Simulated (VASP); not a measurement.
# TaN (Fm-3m) in VASP: further runs, part 2 of 2

VASP 6.6.1. The steps go on from the part before.

## (3) Electric field gradients, PBE (volume scaled by 0.98)

File INCAR:

```
SYSTEM = TaN
PREC     = Accurate       ! precision mode
ENCUT    = 520            ! plane-wave cutoff, eV
EDIFF    = 1E-8           ! SCF threshold, eV
ISMEAR   = -1             ! smearing method
SIGMA    = 0.02           ! smearing width, eV
LREAL    = .FALSE.        ! projectors in reciprocal space
LASPH    = .TRUE.         ! aspherical terms in the spheres
NELM     = 80             ! most SCF steps
ALGO     = Normal         ! electronic algorithm
ISIF     = 2              ! what is computed and relaxed
LWAVE    = .FALSE.        ! write WAVECAR
LCHARG   = .FALSE.        ! write CHGCAR
GGA      = PE             ! functional
LEFG     = .TRUE.       
NBANDS   = 15             ! bands
```

File KPOINTS:

```
Automatic mesh
0
G
  9 9 9
  0 0 0
```

File POSCAR:

```
TaN
1.0
    0.0000000000      2.1643753983      2.1643753983
    2.1643753983      0.0000000000      2.1643753983
    2.1643753983      2.1643753983      0.0000000000
Ta N
1 1
Direct
    0.5000000000      0.5000000000      0.5000000000
    0.0000000000      0.0000000000      0.0000000000
```

Potentials or basis: VASP PAW PBE potentials, release 64 (Ta_pv, N).

Run with:

```sh
$ cat potpaw_PBE.64/Ta_pv/POTCAR potpaw_PBE.64/N/POTCAR > POTCAR
$ mpirun -np 1 vasp_std > vasp.out
```

OUTCAR:

```text
SYSTEM = TaN
   PREC = Accurate
   ENCUT = 520
   EDIFF = 1E-8
   ISMEAR = -1
   LREAL = .FALSE.
   LASPH = .TRUE.
   NELM = 80
   ISIF = 2
   GGA = PE

 ion  position               nearest neighbor table
   1  0.500  0.500  0.500-   2 2.16   2 2.16   2 2.16   2 2.16   2 2.16   2 2.16
   2  0.000  0.000  0.000-   1 2.16   1 2.16   1 2.16   1 2.16   1 2.16   1 2.16

  LATTYP: Found a face centered cubic cell.
 ALAT       =     4.3287507966

  Lattice vectors:

 A1 = (   0.0000000000,   2.1643753983,   2.1643753983)
 A2 = (   2.1643753983,   0.0000000000,   2.1643753983)
 A3 = (   2.1643753983,   2.1643753983,   0.0000000000)

Analysis of symmetry for initial positions (statically):
=====================================================================
 Subroutine PRICEL returns:
 Original cell was already a primitive cell.

 Routine SETGRP: Setting up the symmetry group for a
 face centered cubic supercell.

 Subroutine GETGRP returns: Found 48 space group operations
 (whereof 48 operations were pure point group operations)
 out of a pool of 48 trial point group operations.

The static configuration has the point symmetry O_h .

Analysis of symmetry for dynamics (positions and initial velocities):
=====================================================================
 Subroutine PRICEL returns:
 Original cell was already a primitive cell.

 Routine SETGRP: Setting up the symmetry group for a
 face centered cubic supercell.

 Subroutine GETGRP returns: Found 48 space group operations
 (whereof 48 operations were pure point group operations)
 out of a pool of 48 trial point group operations.

The dynamic configuration has the point symmetry O_h .
[... 165 lines left out ...]
     11      10.1659      0.00035
     12      10.1659      0.00035
     13      12.0320      0.00000
     14      19.5157      0.00000
[... 401 lines left out ...]
      2     -25.9223      2.00000
      3     -25.9223      2.00000
      4      -7.8543      2.00000
      5       3.0889      2.00000
      6       4.3655      2.00000
      7       5.3018      2.00000
      8       5.3018      2.00000
      9      12.2843      0.00000
     10      13.8582      0.00000
     11      13.8582      0.00000
     12      14.9877      0.00000
     13      17.8119      0.00000
     14      19.6694      0.00000
     15      22.5664      0.00000

 [... further k-points ...]
[... 5 lines left out ...]
  --------------------------------------------------------------------------------------
  -------------------------------------------------------------------------------------
  Total        3.0160051      3.0160051      3.0160051      0.0000000      0.0000000      0.0000000
  in kB      238.2949824    238.2949824    238.2949824      0.0000000      0.0000000      0.0000000
  external PRESSURE =     238.2949824 kB  Pullay stress =       0.0000000 kB

 VOLUME and BASIS-vectors are now :
 -----------------------------------------------------------------------------
  energy-cutoff  :      520.00
  volume of cell :       20.28
      direct lattice vectors                 reciprocal lattice vectors
     0.000000000  2.164375398  2.164375398    -0.231013530  0.231013530  0.231013530
     2.164375398  0.000000000  2.164375398     0.231013530 -0.231013530  0.231013530
     2.164375398  2.164375398  0.000000000     0.231013530  0.231013530 -0.231013530

 POSITION                                       TOTAL-FORCE (eV/Angst)
 -----------------------------------------------------------------------------------
      2.16438      2.16438      2.16438         0.000000     -0.000000      0.000000
      0.00000      0.00000      0.00000        -0.000000      0.000000     -0.000000
 -----------------------------------------------------------------------------------
    total drift:                                0.000000     -0.000000     -0.000000

  FREE ENERGIE OF THE ION-ELECTRON SYSTEM (eV)
  ---------------------------------------------------
  free  energy   TOTEN  =       -21.7357225199 eV

  energy  without entropy=      -21.7346890465  energy(sigma->0) =      -21.73520578

 Electric field gradients (V/A^2)
---------------------------------------------------------------------
 ion       V_xx      V_yy      V_zz      V_xy      V_xz      V_yz
---------------------------------------------------------------------
   1      -0.000    -0.000     0.000     0.000     0.000     0.000
   2       0.000    -0.000    -0.000    -0.000    -0.000    -0.000
---------------------------------------------------------------------

 Electric field gradients after diagonalization (V/A^2)
 (convention: |V_zz| > |V_xx| > |V_yy|)
----------------------------------------------------------------------
 ion       V_xx      V_yy      V_zz     asymmetry (V_yy - V_xx)/ V_zz
----------------------------------------------------------------------
   1      -0.000    -0.000     0.001       0.000
   2       0.000     0.000    -0.001       0.000
----------------------------------------------------------------------

           NMR quadrupolar parameters

 Cq : quadrupolar parameter    Cq=e*Q*V_zz/h
 eta: asymmetry parameters     (V_yy - V_xx)/ V_zz
 Q  : nuclear electric quadrupole moment in mb (millibarn)
----------------------------------------------------------------------
 ion       Cq(MHz)       eta       Q (mb)
----------------------------------------------------------------------
   1       0.000       0.000       1.000
   2      -0.000       0.000       1.000
----------------------------------------------------------------------
```

OSZICAR:

```text
N       E                     dE             d eps       ncg     rms          rms(c)
DAV:   1     0.899024356736E+02    0.89902E+02   -0.86980E+03  1050   0.114E+03
DAV:   2    -0.220165576384E+02   -0.11192E+03   -0.10532E+03  1288   0.306E+02
DAV:   3    -0.247506959568E+02   -0.27341E+01   -0.27193E+01  1190   0.451E+01
DAV:   4    -0.247606756109E+02   -0.99797E-02   -0.99747E-02  1344   0.289E+00
DAV:   5    -0.247607420307E+02   -0.66420E-04   -0.66419E-04  1183   0.204E-01    0.267E+01
DAV:   6    -0.218058309133E+02    0.29549E+01   -0.53776E+00  1247   0.266E+01    0.112E+01
DAV:   7    -0.217674724460E+02    0.38358E-01   -0.56950E-01  1176   0.598E+00    0.764E+00
DAV:   8    -0.217433896983E+02    0.24083E-01   -0.12977E-01  1197   0.300E+00    0.186E+00
DAV:   9    -0.217358290837E+02    0.75606E-02   -0.20175E-02  1148   0.118E+00    0.357E-01
DAV:  10    -0.217357658097E+02    0.63274E-04   -0.15183E-03  1211   0.409E-01    0.625E-02
DAV:  11    -0.217357236829E+02    0.42127E-04   -0.87898E-05  1141   0.110E-01    0.260E-02
DAV:  12    -0.217357229690E+02    0.71385E-06   -0.75555E-06  1211   0.265E-02    0.392E-03
DAV:  13    -0.217357224975E+02    0.47157E-06   -0.29539E-07  1211   0.445E-03    0.294E-03
DAV:  14    -0.217357225367E+02   -0.39212E-07   -0.25942E-08  1148   0.140E-03    0.539E-04
DAV:  15    -0.217357225224E+02    0.14234E-07   -0.11497E-09   609   0.399E-04    0.157E-04
DAV:  16    -0.217357225199E+02    0.25602E-08   -0.17709E-10   539   0.164E-04
   1 F= -.21735723E+02 E0= -.21735206E+02  d E =-.103347E-02
```

Wall time 5.1 s (1 thread of Intel Xeon 6975P-C (Granite Rapids), shared host); peak memory 0.14 GiB.

What came out:

- Free energy: -21.7357 eV
- Pressure: 23.8 GPa
- Band gap on the k mesh: zero (band 8 reaches 11.76 eV, above the bottom of band 9 at 7.85 eV)

Levels at points of the mesh, in eV from the Fermi level:
```
           k point  band 6  band 7  band 8  band 9  band 10  band 11
(0.00, 0.00, 0.00)   -3.86   -3.86   -2.14   -2.14    -2.14     0.17
```

Caveat: without QUAD_EFG the Cq values of the log hold for a quadrupole moment of 1 mb, not for the nuclei; spin-orbit coupling is left out, which moves the levels of the heavy elements.

## (4) Electric field gradients, PBE (volume scaled by 0.98)

File INCAR:

```
  PREC = Accurate
  ENCUT = 520
  EDIFF = 1E-8
  ISMEAR = -1
  SIGMA = 0.02
  LREAL = False
  LASPH = True
  NELM = 80
  ALGO = Normal
  ISIF = 2
  LWAVE = False
  LCHARG = False
  GGA = PE
  LEFG = True
  NBANDS = 15
```

File KPOINTS:

```
regular mesh
0
Gamma
  9 9 9
```

POSCAR is that of step 3.

Potentials or basis: VASP PAW PBE potentials, release 64 (Ta_pv, N).

Run with:

```sh
$ cat potpaw_PBE.64/Ta_pv/POTCAR potpaw_PBE.64/N/POTCAR > POTCAR
$ mpirun -np 1 vasp_std > vasp.out
```

OUTCAR:

```text
PREC = Accurate
   ENCUT = 520
   EDIFF = 1E-8
   ISMEAR = -1
   LREAL = False
   LASPH = True
   NELM = 80
   ISIF = 2
   GGA = PE

 ion  position               nearest neighbor table
   1  0.500  0.500  0.500-   2 2.16   2 2.16   2 2.16   2 2.16   2 2.16   2 2.16
   2  0.000  0.000  0.000-   1 2.16   1 2.16   1 2.16   1 2.16   1 2.16   1 2.16

  LATTYP: Found a face centered cubic cell.
 ALAT       =     4.3287507966

  Lattice vectors:

 A1 = (   0.0000000000,   2.1643753983,   2.1643753983)
 A2 = (   2.1643753983,   0.0000000000,   2.1643753983)
 A3 = (   2.1643753983,   2.1643753983,   0.0000000000)

Analysis of symmetry for initial positions (statically):
=====================================================================
 Subroutine PRICEL returns:
 Original cell was already a primitive cell.

 Routine SETGRP: Setting up the symmetry group for a
 face centered cubic supercell.

 Subroutine GETGRP returns: Found 48 space group operations
 (whereof 48 operations were pure point group operations)
 out of a pool of 48 trial point group operations.

The static configuration has the point symmetry O_h .

Analysis of symmetry for dynamics (positions and initial velocities):
=====================================================================
 Subroutine PRICEL returns:
 Original cell was already a primitive cell.

 Routine SETGRP: Setting up the symmetry group for a
 face centered cubic supercell.

 Subroutine GETGRP returns: Found 48 space group operations
 (whereof 48 operations were pure point group operations)
 out of a pool of 48 trial point group operations.

The dynamic configuration has the point symmetry O_h .

 Subroutine INISYM returns: Found 48 space group operations
 (whereof 48 operations are pure point group operations),
 and found     1 'primitive' translations

----------------------------------------------------------------------------------------

                                     Primitive cell

  volume of cell :      20.2781

  direct lattice vectors                    reciprocal lattice vectors
     0.000000000  2.164375398  2.164375398    -0.231013530  0.231013530  0.231013530
     2.164375398  0.000000000  2.164375398     0.231013530 -0.231013530  0.231013530
     2.164375398  2.164375398  0.000000000     0.231013530  0.231013530 -0.231013530

  length of vectors
     3.060889042  3.060889042  3.060889042     0.400127170  0.400127170  0.400127170

  position of ions in fractional coordinates (direct lattice)
     0.500000000  0.500000000  0.500000000
     0.000000000  0.000000000  0.000000000

  ion indices of the primitive-cell ions
   primitive index   ion index
                 1           1
                 2           2

----------------------------------------------------------------------------------------

 KPOINTS: regular mesh

[... 82 lines left out ...]
   ISMEAR =    -1;   SIGMA  =   0.02  broadening in eV -4-tet -1-fermi 0-gaus
   EFERMI_NEDOS =   21; number of points for ismear=-14 and -15
   IALGO  =     38    algorithm
   IMIX   =      4    mixing-type and parameters
     AMIX     =   0.40;   BMIX     =  1.00
     AMIX_MAG =   1.60;   BMIX_MAG =  1.00
  volume/ion in A,a.u.               =      10.14        68.42
  Fermi-wavevector in a.u.,A,eV,Ry     =   1.512768  2.858716 31.136471  2.288466
  Thomas-Fermi vector in A             =   2.622648
   LORBIT       =      0    0 simple, 1 ext, 2 COOP (PROOUT), +10 PAW based schemes
   GGA     = PE    functional components
   LHFCALC =     F    Hartree Fock is set to
   AEXX    =    0.0000 exact exchange contribution
   IVDW    =     0    specifies the selected vdW correction
   LEPSILON=     F    determine dielectric tensor
   LRPA    =     F    only Hartree local field effects (RPA)
 non-spin polarized calculation
  energy-cutoff  :      520.00
  volume of cell :       20.28
 maximum number of plane-waves:       556
   NGX = 11   NGY = 11   NGZ = 11

 number of electron      15.9999998 magnetization

 Free energy of the ion-electron system (eV)
  ---------------------------------------------------
  ext. energy  EPLUGINS =         0.00000000
  ---------------------------------------------------
  free energy    TOTEN  =       -21.73572252 eV

  energy without entropy =      -21.73468905  energy(sigma->0) =      -21.73520578

 E-fermi :   9.9929     XC(G=0): -13.7039

 val. band max:        9.8755111822   @ k =  -0.4444   0.2222   0.1111
 cond. band min:      10.0204317712   @ k =  -0.2222   0.2222   0.0000
 fundamental gap:      0.1449205890
 Fermi energy:         9.9929405335

 k-point     1 :       0.0000    0.0000    0.0000
  band No.  band energies     occupation
      1     -25.5965      2.00000
      2     -25.5965      2.00000
      3     -25.5965      2.00000
      4      -9.1665      2.00000
      5       6.1280      2.00000
      6       6.1280      2.00000
      7       6.1280      2.00000
      8       7.8506      2.00000
      9       7.8506      2.00000
     10       7.8506      2.00000
     11      10.1659      0.00035
     12      10.1659      0.00035
     13      12.0320      0.00000
     14      19.5157      0.00000
[... 401 lines left out ...]
      2     -25.9223      2.00000
      3     -25.9223      2.00000
      4      -7.8543      2.00000
      5       3.0889      2.00000
      6       4.3655      2.00000
      7       5.3018      2.00000
      8       5.3018      2.00000
      9      12.2843      0.00000
     10      13.8582      0.00000
     11      13.8582      0.00000
     12      14.9877      0.00000
     13      17.8119      0.00000
     14      19.6694      0.00000
     15      22.5664      0.00000

 [... further k-points ...]

------------------------ aborting loop because EDIFF is reached ----------------------------------------

  FORCE on cell =-STRESS in cart. coord.  units (eV):
  Direction    XX          YY          ZZ          XY          YZ          ZX
  --------------------------------------------------------------------------------------
  -------------------------------------------------------------------------------------
  Total        3.0160051      3.0160051      3.0160051      0.0000000      0.0000000      0.0000000
  in kB      238.2949824    238.2949824    238.2949824      0.0000000      0.0000000      0.0000000
  external PRESSURE =     238.2949824 kB  Pullay stress =       0.0000000 kB

 VOLUME and BASIS-vectors are now :
 -----------------------------------------------------------------------------
  energy-cutoff  :      520.00
  volume of cell :       20.28
      direct lattice vectors                 reciprocal lattice vectors
     0.000000000  2.164375398  2.164375398    -0.231013530  0.231013530  0.231013530
     2.164375398  0.000000000  2.164375398     0.231013530 -0.231013530  0.231013530
     2.164375398  2.164375398  0.000000000     0.231013530  0.231013530 -0.231013530

 POSITION                                       TOTAL-FORCE (eV/Angst)
 -----------------------------------------------------------------------------------
      2.16438      2.16438      2.16438         0.000000     -0.000000      0.000000
      0.00000      0.00000      0.00000        -0.000000      0.000000     -0.000000
 -----------------------------------------------------------------------------------
    total drift:                                0.000000     -0.000000     -0.000000

  FREE ENERGIE OF THE ION-ELECTRON SYSTEM (eV)
  ---------------------------------------------------
  free  energy   TOTEN  =       -21.7357225199 eV

  energy  without entropy=      -21.7346890465  energy(sigma->0) =      -21.73520578

 Electric field gradients (V/A^2)
---------------------------------------------------------------------
 ion       V_xx      V_yy      V_zz      V_xy      V_xz      V_yz
---------------------------------------------------------------------
   1      -0.000    -0.000     0.000     0.000     0.000     0.000
   2       0.000    -0.000    -0.000    -0.000    -0.000    -0.000
---------------------------------------------------------------------

 Electric field gradients after diagonalization (V/A^2)
 (convention: |V_zz| > |V_xx| > |V_yy|)
----------------------------------------------------------------------
 ion       V_xx      V_yy      V_zz     asymmetry (V_yy - V_xx)/ V_zz
----------------------------------------------------------------------
   1      -0.000    -0.000     0.001       0.000
   2       0.000     0.000    -0.001       0.000
----------------------------------------------------------------------

           NMR quadrupolar parameters

 Cq : quadrupolar parameter    Cq=e*Q*V_zz/h
 eta: asymmetry parameters     (V_yy - V_xx)/ V_zz
 Q  : nuclear electric quadrupole moment in mb (millibarn)
----------------------------------------------------------------------
 ion       Cq(MHz)       eta       Q (mb)
----------------------------------------------------------------------
   1       0.000       0.000       1.000
   2      -0.000       0.000       1.000
----------------------------------------------------------------------
```

OSZICAR:

```text
N       E                     dE             d eps       ncg     rms          rms(c)
DAV:   1     0.899024356736E+02    0.89902E+02   -0.86980E+03  1050   0.114E+03
DAV:   2    -0.220165576384E+02   -0.11192E+03   -0.10532E+03  1288   0.306E+02
DAV:   3    -0.247506959568E+02   -0.27341E+01   -0.27193E+01  1190   0.451E+01
DAV:   4    -0.247606756109E+02   -0.99797E-02   -0.99747E-02  1344   0.289E+00
DAV:   5    -0.247607420307E+02   -0.66420E-04   -0.66419E-04  1183   0.204E-01    0.267E+01
DAV:   6    -0.218058309133E+02    0.29549E+01   -0.53776E+00  1247   0.266E+01    0.112E+01
DAV:   7    -0.217674724460E+02    0.38358E-01   -0.56950E-01  1176   0.598E+00    0.764E+00
DAV:   8    -0.217433896983E+02    0.24083E-01   -0.12977E-01  1197   0.300E+00    0.186E+00
DAV:   9    -0.217358290837E+02    0.75606E-02   -0.20175E-02  1148   0.118E+00    0.357E-01
DAV:  10    -0.217357658097E+02    0.63274E-04   -0.15183E-03  1211   0.409E-01    0.625E-02
DAV:  11    -0.217357236829E+02    0.42127E-04   -0.87898E-05  1141   0.110E-01    0.260E-02
DAV:  12    -0.217357229690E+02    0.71385E-06   -0.75555E-06  1211   0.265E-02    0.392E-03
DAV:  13    -0.217357224975E+02    0.47157E-06   -0.29539E-07  1211   0.445E-03    0.294E-03
DAV:  14    -0.217357225367E+02   -0.39212E-07   -0.25942E-08  1148   0.140E-03    0.539E-04
DAV:  15    -0.217357225224E+02    0.14234E-07   -0.11497E-09   609   0.399E-04    0.157E-04
DAV:  16    -0.217357225199E+02    0.25602E-08   -0.17709E-10   539   0.164E-04
   1 F= -.21735723E+02 E0= -.21735206E+02  d E =-.103347E-02
```

stdout:

```text
POSCAR found type information on POSCAR TaN
 POSCAR found :  2 types and       2 ions
 scaLAPACK will be used
 LDA part: xc-table for (Slater+PW92), standard interpolation
 POSCAR, INCAR and KPOINTS ok, starting setup
 FFT: planning ... GRIDC
 FFT: planning ... GRID_SOFT
 FFT: planning ... GRID
 WAVECAR not read
 entering main loop
ion   1

ion   2
```

It took 5.3 s on 1 thread of Intel Xeon 6975P-C (Granite Rapids), shared host; peak memory 0.14 GiB.

What came out:

| Quantity | Value |
| --- | --- |
| Free energy | -21.7357 eV |
| Pressure | 23.8 GPa |
| Band gap on the k mesh | zero (band 8 reaches 11.76 eV, above the bottom of band 9 at 7.85 eV) |

Levels at points of the mesh, in eV from the Fermi level:
| k point | band 4 | band 5 | band 6 | band 7 | band 8 | band 9 | band 10 | band 11 | band 12 | band 13 |
| --- | --- | --- | --- | --- | --- | --- | --- | --- | --- | --- |
| (0.00, 0.00, 0.00) | -19.16 | -3.86 | -3.86 | -3.86 | -2.14 | -2.14 | -2.14 | 0.17 | 0.17 | 2.04 |

Caveat: without QUAD_EFG the Cq values of the log hold for a quadrupole moment of 1 mb, not for the nuclei; spin-orbit coupling is left out, which moves the levels of the heavy elements.
